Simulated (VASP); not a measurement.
# Bi in VASP: single point with PBE+D3(BJ)

Aim: the single point of Bi with PBE+D3(BJ).

Everything below comes from runs of VASP 6.6.1. Logs are shortened: lines on timing, memory, paths and dates and some standing lists are left out, and cuts for length are marked.

### Step 1. The cell of the first run

The cell holds a slab with vacuum, 2 atoms: a = 4.280 Å, b = 4.280 Å, c = 29.285 Å, α = 90.00°, β = 90.00°, γ = 120.00°.

### Step 2. Single point, PBE+D3(BJ), non-collinear spin, zero start, spin-orbit coupling

INCAR

```
SYSTEM = Bi
ALGO = Normal
DIPOL = 0.5 0.5 0.500
EDIFF = 1E-6
ENCUT = 520
GGA = PE
GGA_COMPAT = .False.
IDIPOL = 3
ISIF = 2
ISMEAR = 0
IVDW = 12
LASPH = .True.
LCHARG = .False.
LDIPOL = .True.
LORBIT = 11
LORBMOM = .True.
LREAL = .False.
LSORBIT = .True.
LWAVE = .False.
MAGMOM = 0 0 0 0 0 0
NBANDS = 42
NELM = 150
PREC = Accurate
SIGMA = 0.02
```

KPOINTS

```
k-points
0
Gamma
  9 9 1
  0 0 0
```

POSCAR

```
Bi
1.0
    4.2796358711      0.0000000000      0.0000000000
   -2.1398179355      3.7062733833      0.0000000000
    0.0000000000      0.0000000000     29.2845192140
Bi
2
Direct
    0.3333333333      0.6666666667      0.4701726007
    0.6666666667      0.3333333333      0.5298273993
```

Potentials or basis: VASP PAW PBE potentials, release 64 (Bi_d).

The run is started by

```bash
> cat potpaw_PBE.64/Bi_d/POTCAR > POTCAR
> mpirun -np 1 vasp_ncl > vasp.out
```

OUTCAR:

```text
SYSTEM = Bi
   EDIFF = 1E-6
   ENCUT = 520
   GGA = PE
   ISIF = 2
   ISMEAR = 0
   IVDW = 12
   LASPH = .True.
   LORBIT = 11
   LREAL = .False.
   LSORBIT = .True.
   NELM = 150
   PREC = Accurate
 IVDW          = 12

 ion  position               nearest neighbor table
   1  0.333  0.667  0.470-   2 3.03   2 3.03   2 3.03
   2  0.667  0.333  0.530-   1 3.03   1 3.03   1 3.03

  LATTYP: Found a hexagonal cell.
 ALAT       =     4.2796358711
 C/A-ratio  =     6.8427595468

  Lattice vectors:

 A1 = (   4.2796358711,   0.0000000000,   0.0000000000)
 A2 = (  -2.1398179355,   3.7062733833,   0.0000000000)
 A3 = (   0.0000000000,   0.0000000000,  29.2845192140)

Analysis of symmetry for initial positions (statically):
=====================================================================
 Subroutine PRICEL returns:
 Original cell was already a primitive cell.

 Routine SETGRP: Setting up the symmetry group for a
 hexagonal supercell.

 Subroutine GETGRP returns: Found 12 space group operations
 (whereof 12 operations were pure point group operations)
 out of a pool of 24 trial point group operations.

The static configuration has the point symmetry D_3d.

Analysis of symmetry for dynamics (positions and initial velocities):
=====================================================================
 Subroutine PRICEL returns:
 Original cell was already a primitive cell.

 Routine SETGRP: Setting up the symmetry group for a
 hexagonal supercell.

 Subroutine GETGRP returns: Found 12 space group operations
 (whereof 12 operations were pure point group operations)
 out of a pool of 24 trial point group operations.

The dynamic configuration has the point symmetry D_3d.

Analysis of structural, dynamic, and magnetic symmetry:
=====================================================================
 Subroutine PRICEL returns:
 Original cell was already a primitive cell.

 Routine SETGRP: Setting up the symmetry group for a
 hexagonal supercell.

 Subroutine GETGRP returns: Found 12 space group operations
 (whereof 12 operations were pure point group operations)
 out of a pool of 24 trial point group operations.

The overall configuration has the point symmetry D_3d.

 Subroutine INISYM returns: Found 12 space group operations
 (whereof 12 operations are pure point group operations),
 and found     1 'primitive' translations

----------------------------------------------------------------------------------------

                                     Primitive cell

  volume of cell :     464.4964

  direct lattice vectors                    reciprocal lattice vectors
     4.279635871  0.000000000  0.000000000     0.233664739  0.134906400  0.000000000
    -2.139817935  3.706273383  0.000000000     0.000000000  0.269812800  0.000000000
     0.000000000  0.000000000 29.284519214     0.000000000  0.000000000  0.034147735

  length of vectors
     4.279635871  4.279635871 29.284519214     0.269812800  0.269812800  0.034147735

  position of ions in fractional coordinates (direct lattice)
     0.333333333  0.666666667  0.470172601
     0.666666667  0.333333333  0.529827399

  ion indices of the primitive-cell ions
   primitive index   ion index
                 1           1
                 2           2

----------------------------------------------------------------------------------------

 KPOINTS: k-points

Automatic generation of k-mesh.
 Grid dimensions read from file:
 generate k-points for:    9    9    1

 Generating k-lattice:

  Cartesian coordinates                     Fractional coordinates (reciprocal lattice)
     0.025962749  0.014989600  0.000000000     0.111111111 -0.000000000  0.000000000
     0.000000000  0.029979200  0.000000000     0.000000000  0.111111111  0.000000000
     0.000000000  0.000000000  0.034147735     0.000000000  0.000000000  1.000000000

  Length of vectors
[... 89 lines left out ...]
  ---------------------------------------------------
  ext. energy  EPLUGINS =         0.00000000
  ---------------------------------------------------
  free energy    TOTEN  =        -9.14792119 eV

  energy without entropy =       -9.14792119  energy(sigma->0) =       -9.14792119

 E-fermi :  -2.1389     XC(G=0):  -1.9204

 val. band max:       -2.2681704300   @ k =   0.0000   0.0000   0.0000
 cond. band min:      -1.7111847546   @ k =   0.0000   0.0000   0.0000
 fundamental gap:      0.5569856754
 Fermi energy:        -2.1388668279

 k-point     1 :       0.0000    0.0000    0.0000
  band No.  band energies     occupation
      1     -26.6238      1.00000
      2     -26.6238      1.00000
      3     -26.5950      1.00000
      4     -26.5950      1.00000
      5     -26.5654      1.00000
      6     -26.5654      1.00000
[... 529 lines left out ...]
     41       4.2039      0.00000
     42       4.2039      0.00000

------------------------ aborting loop because EDIFF is reached ----------------------------------------

 vacuum level on the upper side and lower side of the slab       (xc-potential included)         0.001         0.001

 Edisp (eV)   -0.45050

 E8    (eV) :    -0.2378

  FORCE on cell =-STRESS in cart. coord.  units (eV):
  Direction    XX          YY          ZZ          XY          YZ          ZX
  --------------------------------------------------------------------------------------
  -------------------------------------------------------------------------------------
  Total       0.35783     0.35783     0.30225     0.00000     0.00000    -0.00000
  in kB       1.23427     1.23427     1.04253     0.00000     0.00000    -0.00000
  external pressure =        1.17 kB  Pullay stress =        0.00 kB

 VOLUME and BASIS-vectors are now :
 -----------------------------------------------------------------------------
  energy-cutoff  :      520.00
  volume of cell :      464.50
      direct lattice vectors                 reciprocal lattice vectors
     4.279635871  0.000000000  0.000000000     0.233664739  0.134906400  0.000000000
    -2.139817935  3.706273383  0.000000000     0.000000000  0.269812800  0.000000000
     0.000000000  0.000000000 29.284519214     0.000000000  0.000000000  0.034147735

 POSITION                                       TOTAL-FORCE (eV/Angst)
 -----------------------------------------------------------------------------------
     -0.00000      2.47085     13.76878        -0.000000      0.000000     -0.193269
      2.13982      1.23542     15.51574         0.000000      0.000000      0.193269
 -----------------------------------------------------------------------------------
    total drift:                               -0.000000      0.000000     -0.000000

  FREE ENERGIE OF THE ION-ELECTRON SYSTEM (eV)
  ---------------------------------------------------
  free  energy   TOTEN  =        -9.5984184160 eV

  energy  without entropy=       -9.5984184160  energy(sigma->0) =       -9.59841842

 vacuum level on the upper side and lower side of the slab         1.567         1.567

 orbital moment (x)

 # of ion     p       d       tot
 ----------------------------------------
  1         0.000  -0.000  -0.000
  2         0.000  -0.000  -0.000
 ----------------------------------------
            0.000  -0.000  -0.000

 orbital moment (y)

 # of ion     p       d       tot
 ----------------------------------------
  1         0.000   0.000   0.000
  2         0.000   0.000   0.000
 ----------------------------------------
            0.000   0.000   0.000

 orbital moment (z)

 # of ion     p       d       tot
 ----------------------------------------
  1         0.000   0.000   0.000
  2         0.000   0.000   0.000
 ----------------------------------------
            0.000   0.000   0.000

 Spin-Orbit-Coupling matrix elements

 Ion:    1  E_soc:     -1.6899298
 l=   1
     0.0000000    -0.2157330    -0.2166936
    -0.2157330     0.0000000    -0.2157330
    -0.2166936    -0.2157330     0.0000000
 l=   2
     0.0000000    -0.0131251     0.0000000    -0.0131251    -0.0527345
    -0.0131251     0.0000000    -0.0393689    -0.0128326    -0.0131251
     0.0000000    -0.0393689     0.0000000    -0.0393689     0.0000000
    -0.0131251    -0.0128326    -0.0393689     0.0000000    -0.0131251
    -0.0527345    -0.0131251     0.0000000    -0.0131251     0.0000000
 l=   3
     0.0000000     0.0000000     0.0000000     0.0000000     0.0000000     0.0000000     0.0000000
     0.0000000     0.0000000     0.0000000     0.0000000     0.0000000     0.0000000     0.0000000
     0.0000000     0.0000000     0.0000000     0.0000000     0.0000000     0.0000000     0.0000000
     0.0000000     0.0000000     0.0000000     0.0000000     0.0000000     0.0000000     0.0000000
     0.0000000     0.0000000     0.0000000     0.0000000     0.0000000     0.0000000     0.0000000
     0.0000000     0.0000000     0.0000000     0.0000000     0.0000000     0.0000000     0.0000000
     0.0000000     0.0000000     0.0000000     0.0000000     0.0000000     0.0000000     0.0000000

 Ion:    2  E_soc:     -1.6899298
 l=   1
     0.0000000    -0.2157330    -0.2166936
    -0.2157330     0.0000000    -0.2157330
    -0.2166936    -0.2157330     0.0000000
 l=   2
     0.0000000    -0.0131251     0.0000000    -0.0131251    -0.0527345
    -0.0131251     0.0000000    -0.0393689    -0.0128326    -0.0131251
     0.0000000    -0.0393689     0.0000000    -0.0393689     0.0000000
    -0.0131251    -0.0128326    -0.0393689     0.0000000    -0.0131251
    -0.0527345    -0.0131251     0.0000000    -0.0131251     0.0000000
 l=   3
     0.0000000     0.0000000     0.0000000     0.0000000     0.0000000     0.0000000     0.0000000
     0.0000000     0.0000000     0.0000000     0.0000000     0.0000000     0.0000000     0.0000000
     0.0000000     0.0000000     0.0000000     0.0000000     0.0000000     0.0000000     0.0000000
     0.0000000     0.0000000     0.0000000     0.0000000     0.0000000     0.0000000     0.0000000
     0.0000000     0.0000000     0.0000000     0.0000000     0.0000000     0.0000000     0.0000000
     0.0000000     0.0000000     0.0000000     0.0000000     0.0000000     0.0000000     0.0000000
     0.0000000     0.0000000     0.0000000     0.0000000     0.0000000     0.0000000     0.0000000

 total charge

# of ion       s       p       d       tot
------------------------------------------
    1        1.520   1.391   9.907  12.819
    2        1.520   1.391   9.907  12.819
--------------------------------------------------
tot          3.040   2.783  19.814  25.637

 magnetization (x)

# of ion       s       p       d       tot
------------------------------------------
    1       -0.000   0.000  -0.000  -0.000
    2       -0.000   0.000  -0.000  -0.000
--------------------------------------------------
tot         -0.000   0.000  -0.000  -0.000

 magnetization (y)

# of ion       s       p       d       tot
------------------------------------------
    1       -0.000   0.000   0.000   0.000
    2        0.000   0.000   0.000   0.000
--------------------------------------------------
tot         -0.000   0.000   0.000   0.000

 magnetization (z)

# of ion       s       p       d       tot
------------------------------------------
    1        0.000   0.000   0.000   0.000
    2        0.000   0.000   0.000   0.000
--------------------------------------------------
tot          0.000   0.000   0.000   0.000
```

It took 10 min on 1 thread of Intel Xeon 6975P-C (Granite Rapids), shared host; peak memory 1.5 GiB.

What came out:

| Property | Result |
| --- | --- |
| Free energy | -9.5984 eV |
| Largest force | 0.193 eV/Å |
| Net moment | 0.00 μB per cell |
| Valence electrons inside the program's atomic spheres | Bi 12.82 |
| Dispersion energy per atom | -0.225 eV |

Forces in eV/Å, atoms in the order of the input:
```
Bi   0.000  0.000 -0.193
Bi   0.000  0.000  0.193
```

Moments on the atoms (μB; x, y, z):
```
Bi  0.00 0.00 0.00
Bi  0.00 0.00 0.00
```
